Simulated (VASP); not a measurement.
Al:

```
Al
1.0
    -1.57186    1.63240    1.64651
     1.52955   -1.61567    1.58747
     1.55531    1.59912   -1.62978
Al
1
Cartesian
  0.0333 0.1843 -0.0049
```

This cell differs from its parent crystal: the cell strained at random.

- Program: VASP 6.6.1
- Task: relaxation of cell and atoms
- Functional: r2SCAN
- Dispersion: D3(BJ)
- Potentials or basis: VASP PAW PBE potentials, release 64 (Al)
- Cutoff: 600 eV
- k mesh: 9 × 9 × 9
- Occupations: fermi-dirac, width 0.05 eV
- Spin: no spin polarisation

At the start: pressure -1.5 GPa; volume 16.12 Å³/atom.

**Question.** How do energy, volume and symmetry change on relaxing?

**Answer.** Over 44 steps the energy falls by 91.9 meV/atom and the volume is 15.67 Å³/atom (-2.7 %); space group I4/mmm (No. 139, to 0.1 Å) before, R-3m (No. 166, to 0.1 Å).

Step by step:
```tsv
step	energy change (eV)	largest force (eV/Å)	pressure (GPa)	volume (Å³)
1	0.0000	0.0000	-1.52	16.12
3	-0.0089	0.0000	1.03	15.69
5	-0.0121	0.0000	0.20	15.85
7	-0.0156	0.0000	-0.60	16.01
9	0.0083	0.0000	5.51	15.35
11	-0.0172	0.0000	1.17	15.75
13	-0.0199	0.0000	1.67	15.73
15	-0.0246	0.0000	0.57	15.92
17	-0.0313	0.0000	-3.86	16.75
19	-0.0363	0.0000	-2.53	16.45
21	-0.0547	0.0000	-3.23	16.44
23	-0.0764	0.0000	-3.09	16.36
25	-0.0867	0.0000	-1.00	15.91
27	-0.0883	0.0000	0.45	15.65
29	-0.0903	0.0000	-0.27	15.71
31	-0.0906	0.0000	-0.64	15.75
33	-0.0915	0.0000	0.28	15.62
35	-0.0917	0.0000	-0.12	15.71
37	-0.0917	0.0000	-0.10	15.69
39	-0.0918	0.0000	0.18	15.65
41	-0.0919	0.0000	0.01	15.68
43	-0.0919	0.0000	-0.03	15.68
44	-0.0919	0.0000	0.00	15.67
```

Final structure:
```
Al
1.0
    -1.42904    1.42096    2.01103
     1.33542   -1.44386    1.97013
     1.41326    1.44534   -2.03140
Al
1
Direct
  0.05543 0.00941 0.06817
```

Caveat: the cell differs from its parent crystal (the cell strained at random); the PAW data sets were made with another functional, which shifts forces and pressure a little.
